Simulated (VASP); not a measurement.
# Be2VP3 (P-3m1) in VASP: further runs

The runs below take Be2VP3 through single point, relaxation of cell and atoms, with PBE.

All numbers are computed with VASP 6.6.1; they aren't measurements. Logs are shortened: lines on timing, memory, paths and dates and some standing lists are left out, and cuts for length are marked.

## 1. The cell of the first run

Symmetry: P-3m1, No. 164, trigonal system. The conventional cell has a = 3.136 Å, b = 3.136 Å, c = 9.015 Å, α = 90.00°, β = 90.00°, γ = 120.00°. Be (site symmetry 3m) has 6 P at 2.27 to 2.37 Å within 3.0 Å. Within 3.2 Å of V (site symmetry -3m) lie 6 P at 2.42 Å and 6 V at 3.14 Å. P (site symmetry -3m) has 6 Be at 2.27 Å within 3.0 Å. Within 3.1 Å of P (site symmetry 3m) lie 3 Be at 2.37 Å and 3 V at 2.42 Å.

## 2. Single point, PBE

Contents of INCAR:

```
SYSTEM = Be2VP3
ALGO     = Normal         ! electronic algorithm
EDIFF    = 1E-6           ! SCF threshold, eV
ENCUT    = 520            ! plane-wave cutoff, eV
GGA      = PE             ! functional
ISIF     = 2              ! what is computed and relaxed
ISMEAR   = 0              ! smearing method
LASPH    = .True.         ! aspherical terms in the spheres
LCHARG   = .True.         ! write CHGCAR
LELF     = .True.         ! ELF
LREAL    = .False.        ! projectors in reciprocal space
LVHAR    = .True.       
LWAVE    = .False.        ! write WAVECAR
NBANDS   = 25             ! bands
NELM     = 60             ! most SCF steps
PREC     = Accurate       ! precision mode
SIGMA    = 0.1            ! smearing width, eV
```

Contents of KPOINTS:

```
k-points
0
Gamma
  12 12 4
  0 0 0
```

Contents of POSCAR:

```
Be2VP3
1.0
    3.1357507036      0.0000000000      0.0000000000
   -1.5678753518      2.7156397693      0.0000000000
    0.0000000000      0.0000000000      9.0147750491
Be V P
2 1 3
Direct
    0.3333333333      0.6666666667      0.6510235197
    0.6666666667      0.3333333333      0.3489764803
    0.0000000000      0.0000000000      0.0000000000
    0.0000000000      0.0000000000      0.5000000000
    0.3333333333      0.6666666667      0.1787375723
    0.6666666667      0.3333333333      0.8212624277
```

Potentials or basis: VASP PAW PBE potentials, release 64 (Be, V_sv, P).

Run with:

```console
$ cat potpaw_PBE.64/Be/POTCAR potpaw_PBE.64/V_sv/POTCAR potpaw_PBE.64/P/POTCAR > POTCAR
$ mpirun -np 1 vasp_std > vasp.out
```

OUTCAR:

```text
SYSTEM = Be2VP3
   EDIFF = 1E-6
   ENCUT = 520
   GGA = PE
   ISIF = 2
   ISMEAR = 0
   LASPH = .True.
   LREAL = .False.
   NELM = 60
   PREC = Accurate

 ion  position               nearest neighbor table
   1  0.333  0.667  0.651-   4 2.27   4 2.27   4 2.27   6 2.37   6 2.37   6 2.37
   2  0.667  0.333  0.349-   4 2.27   4 2.27   4 2.27   5 2.37   5 2.37   5 2.37
   3  0.000  0.000  0.000-   5 2.42   6 2.42   6 2.42   5 2.42   6 2.42   5 2.42
   4  0.000  0.000  0.500-   1 2.27   2 2.27   2 2.27   1 2.27   2 2.27   1 2.27
   5  0.333  0.667  0.179-   2 2.37   2 2.37   2 2.37   3 2.42   3 2.42   3 2.42
   6  0.667  0.333  0.821-   1 2.37   1 2.37   1 2.37   3 2.42   3 2.42   3 2.42

  LATTYP: Found a hexagonal cell.
 ALAT       =     3.1357507036
 C/A-ratio  =     2.8748379260

  Lattice vectors:

 A1 = (   3.1357507036,   0.0000000000,   0.0000000000)
 A2 = (  -1.5678753518,   2.7156397693,   0.0000000000)
 A3 = (   0.0000000000,   0.0000000000,   9.0147750491)

Analysis of symmetry for initial positions (statically):
=====================================================================
 Subroutine PRICEL returns:
 Original cell was already a primitive cell.

 Routine SETGRP: Setting up the symmetry group for a
 hexagonal supercell.

 Subroutine GETGRP returns: Found 12 space group operations
 (whereof 12 operations were pure point group operations)
 out of a pool of 24 trial point group operations.

The static configuration has the point symmetry D_3d.

Analysis of symmetry for dynamics (positions and initial velocities):
=====================================================================
 Subroutine PRICEL returns:
 Original cell was already a primitive cell.

 Routine SETGRP: Setting up the symmetry group for a
 hexagonal supercell.

 Subroutine GETGRP returns: Found 12 space group operations
 (whereof 12 operations were pure point group operations)
 out of a pool of 24 trial point group operations.

The dynamic configuration has the point symmetry D_3d.

 Subroutine INISYM returns: Found 12 space group operations
 (whereof 12 operations are pure point group operations),
 and found     1 'primitive' translations

----------------------------------------------------------------------------------------

                                     Primitive cell

  volume of cell :      76.7659

  direct lattice vectors                    reciprocal lattice vectors
[... 97 lines left out ...]
   EDIFFG = 0.1E-04   stopping-criterion for IOM
   NSW    =      0    number of steps for IOM
   IBRION =     -1    ionic relax: 0-MD 1-quasi-New 2-CG
   NFREE  =      0    steps in history (QN), initial steepest desc. (CG)
   ISIF   =      2    stress and relaxation
   ISYM   =      2    0-nonsym 1-usesym 2-fastsym
   POTIM  = 0.5000    time-step for ionic-motion
   TEBEG  =    0.0;   TEEND  =   0.0 temperature during run
   PSTRESS=    0.0 pullay stress
   NELECT =      32.0000    total number of electrons
   NUPDOWN=      -1.0000    fix difference up-down
   EMIN   =  10.00;   EMAX   =-10.00  energy-range for DOS
   EFERMI =   0.00;   METHOD = LEGACY
   ISMEAR =     0;   SIGMA  =   0.10  broadening in eV -4-tet -1-fermi 0-gaus
   EFERMI_NEDOS =   21; number of points for ismear=-14 and -15
   IALGO  =     38    algorithm
   IMIX   =      4    mixing-type and parameters
     AMIX     =   0.40;   BMIX     =  1.00
     AMIX_MAG =   1.60;   BMIX_MAG =  1.00
  volume/ion in A,a.u.               =      12.79        86.34
  Fermi-wavevector in a.u.,A,eV,Ry     =   1.222931  2.311005 20.348333  1.495560
  Thomas-Fermi vector in A             =   2.358060
   LORBIT       =      0    0 simple, 1 ext, 2 COOP (PROOUT), +10 PAW based schemes
   GGA     = PE    functional components
   LHFCALC =     F    Hartree Fock is set to
   AEXX    =    0.0000 exact exchange contribution
   IVDW    =     0    specifies the selected vdW correction
   LEPSILON=     F    determine dielectric tensor
   LRPA    =     F    only Hartree local field effects (RPA)
 non-spin polarized calculation
 Gauss-broadening in eV      SIGMA  =   0.10
  energy-cutoff  :      520.00
  volume of cell :       76.77
 maximum number of plane-waves:      2088
   NGX = 11   NGY = 11   NGZ = 33

 number of electron      32.0000002 magnetization

 Free energy of the ion-electron system (eV)
  ---------------------------------------------------
  ext. energy  EPLUGINS =         0.00000000
  ---------------------------------------------------
  free energy    TOTEN  =       -33.12349061 eV

  energy without entropy =      -33.10424698  energy(sigma->0) =      -33.11386880

 E-fermi :   8.1745     XC(G=0): -11.2134

 val. band max:        8.1585612272   @ k =   0.0833  -0.0000   0.5000
 cond. band min:       8.1871069920   @ k =   0.3333   0.0833   0.2500
 fundamental gap:      0.0285457648
 Fermi energy:         8.1745304831

 k-point     1 :       0.0000    0.0000    0.0000
  band No.  band energies     occupation
      1     -56.1278      2.00000
      2     -29.9474      2.00000
      3     -29.9474      2.00000
      4     -29.9425      2.00000
      5      -5.5199      2.00000
      6      -4.1151      2.00000
[... 661 lines left out ...]
     24      15.1609      0.00000
     25      15.2257      0.00000

 [... further k-points ...]

------------------------ aborting loop because EDIFF is reached ----------------------------------------

  FORCE on cell =-STRESS in cart. coord.  units (eV):
  Direction    XX          YY          ZZ          XY          YZ          ZX
  --------------------------------------------------------------------------------------
  -------------------------------------------------------------------------------------
  Total       -0.0239715     -0.0239715     -0.0362598      0.0000000      0.0000000      0.0000000
  in kB       -0.5003086     -0.5003086     -0.7567758      0.0000000      0.0000000      0.0000000
  external PRESSURE =      -0.5857976 kB  Pullay stress =       0.0000000 kB

 VOLUME and BASIS-vectors are now :
 -----------------------------------------------------------------------------
  energy-cutoff  :      520.00
  volume of cell :       76.77
      direct lattice vectors                 reciprocal lattice vectors
     3.135750704  0.000000000  0.000000000     0.318902902  0.184118676  0.000000000
    -1.567875352  2.715639769  0.000000000     0.000000000  0.368237353  0.000000000
     0.000000000  0.000000000  9.014775049     0.000000000  0.000000000  0.110929002

 POSITION                                       TOTAL-FORCE (eV/Angst)
 -----------------------------------------------------------------------------------
     -0.00000      1.81043      5.86883         0.000000     -0.000000      0.010888
      1.56788      0.90521      3.14594        -0.000000      0.000000     -0.010888
      0.00000      0.00000      0.00000        -0.000000      0.000000      0.000000
      0.00000      0.00000      4.50739        -0.000000      0.000000      0.000000
     -0.00000      1.81043      1.61128        -0.000000      0.000000      0.011556
      1.56788      0.90521      7.40350         0.000000     -0.000000     -0.011556
 -----------------------------------------------------------------------------------
    total drift:                                0.000000      0.000000     -0.000000

  FREE ENERGIE OF THE ION-ELECTRON SYSTEM (eV)
  ---------------------------------------------------
  free  energy   TOTEN  =       -33.1234906149 eV

  energy  without entropy=      -33.1042469820  energy(sigma->0) =      -33.11386880
```

It took 76 s on 1 thread of Intel Xeon 6975P-C (Granite Rapids), shared host; peak memory 0.27 GiB.

Results:

| Item | Value |
| --- | --- |
| Free energy | -33.1235 eV |
| Pressure | -0.1 GPa |
| Largest force | 0.012 eV/Å |
| Band gap on the k mesh | zero (band 16 reaches 10.10 eV, above the bottom of band 17 at 7.82 eV) |

Forces on the atoms (eV/Å):
```
Be   0.000  0.000  0.011
Be   0.000  0.000 -0.011
V    0.000  0.000  0.000
P    0.000  0.000  0.000
P    0.000  0.000  0.012
P    0.000  0.000 -0.012
```

## 3. Relaxation of cell and atoms, PBE

This run uses another cell than the first one, of 12.88 Å³/atom, 1.006 times its volume.

Contents of INCAR:

```
  ALGO = Normal
  EDIFF = 1E-6
  EDIFFG = -0.01
  ENCUT = 600
  GGA = PE
  IBRION = 2
  ISIF = 3
  ISMEAR = 0
  LASPH = True
  LCHARG = False
  LREAL = False
  LWAVE = False
  NELM = 100
  NSW = 100
  PREC = Accurate
  SIGMA = 0.1
```

Contents of KPOINTS:

```
k-points
0
Gamma
  12 12 4
```

Contents of POSCAR:

```
Be2VP3
1.0
    3.1914692767      0.0000000000      0.0000000000
   -1.5957346384      2.7638934690      0.0000000000
    0.0000000000      0.0000000000      8.7580908606
Be V P
2 1 3
Direct
    0.3333333333      0.6666666667      0.6500654781
    0.6666666667      0.3333333333      0.3499345219
    0.0000000000      0.0000000000      0.0000000000
    0.0000000000      0.0000000000      0.5000000000
    0.3333333333      0.6666666667      0.1792002103
    0.6666666667      0.3333333333      0.8207997897
```

Potentials or basis: VASP PAW PBE potentials, release 64 (Be, V_sv, P).

Run with:

```console
$ cat potpaw_PBE.64/Be/POTCAR potpaw_PBE.64/V_sv/POTCAR potpaw_PBE.64/P/POTCAR > POTCAR
$ mpirun -np 1 vasp_std > vasp.out
```

It took 11 min on 1 thread of Intel Xeon 6975P-C (Granite Rapids), shared host; peak memory 0.33 GiB.

Results (log left out):

- Free energy: -33.1242 eV
- Relaxed volume: 12.78 Å³/atom
- Relaxed cell: a = 3.133 Å, b = 3.133 Å, c = 9.023 Å, α = 90.00°, β = 90.00°, γ = 120.00°
- Space group after relaxing (to 0.05 Å): P-3m1 (No. 164)
- Energy gained by relaxing: 1.6 meV/atom
- Ionic steps: 16
- Pressure after relaxing: 0.1 GPa
- Largest force after relaxing: 0.004 eV/Å
- Band gap on the k mesh: zero (band 16 reaches 10.14 eV, above the bottom of band 17 at 7.82 eV)

Forces in eV/Å, atoms in the order of the input:
```
Be   0.000  0.000 -0.002
Be   0.000  0.000  0.002
V    0.000  0.000  0.000
P    0.000  0.000  0.000
P    0.000  0.000 -0.004
P    0.000  0.000  0.004
```

The path:
| step | energy change (eV) | largest force (eV/Å) | pressure (GPa) | volume (Å³) |
| --- | --- | --- | --- | --- |
| 1 | 0.0000 | 0.0177 | 0.36 | 77.25 |
| 2 | -0.0017 | 0.0223 | -0.56 | 77.58 |
| 3 | -0.0019 | 0.0333 | -0.70 | 77.66 |
| 4 | -0.0036 | 0.0292 | -0.58 | 77.54 |
| 5 | -0.0073 | 0.0155 | -0.18 | 77.16 |
| 6 | -0.0077 | 0.0649 | 0.68 | 76.38 |
| 7 | -0.0087 | 0.0416 | 0.31 | 76.73 |
| 8 | -0.0090 | 0.0401 | -0.05 | 76.87 |
| 9 | -0.0090 | 0.0402 | -0.05 | 76.87 |
| 10 | -0.0092 | 0.0361 | -0.03 | 76.85 |
| 11 | -0.0096 | 0.0238 | 0.05 | 76.80 |
| 12 | -0.0093 | 0.0597 | 0.12 | 76.68 |
| 13 | -0.0096 | 0.0288 | 0.06 | 76.76 |
| 14 | -0.0097 | 0.0018 | -0.16 | 76.84 |
| 15 | -0.0097 | 0.0088 | -0.10 | 76.82 |
| 16 | -0.0098 | 0.0044 | 0.08 | 76.70 |

Final structure:
```
CELL_PARAMETERS angstrom
3.13288 0.00000 0.00000
-1.56644 2.71315 0.00000
0.00000 0.00000 9.02309
ATOMIC_POSITIONS crystal
Be 0.33333 0.66667 0.65159
Be 0.66667 0.33333 0.34841
V 0.00000 0.00000 0.00000
P 0.00000 0.00000 0.50000
P 0.33333 0.66667 0.17886
P 0.66667 0.33333 0.82114
```

Levels at points of the mesh, in eV from the Fermi level:
```
           k point  band 13  band 14  band 15  band 16  band 17  band 18  band 19  band 20
(0.00, 0.00, 0.00)    -0.45     0.29     0.29     1.93     1.93     2.42     2.42     3.52
(0.50, 0.00, 0.00)    -1.87    -1.49    -1.39    -1.29     0.78     0.97     1.49     2.09
(0.00, 0.00, 0.50)     0.29     0.29     0.34     1.95     1.95     2.32     2.32     3.88
(0.50, 0.00, 0.50)    -2.03    -1.74    -0.99    -0.64    -0.21     1.50     1.57     2.27
```
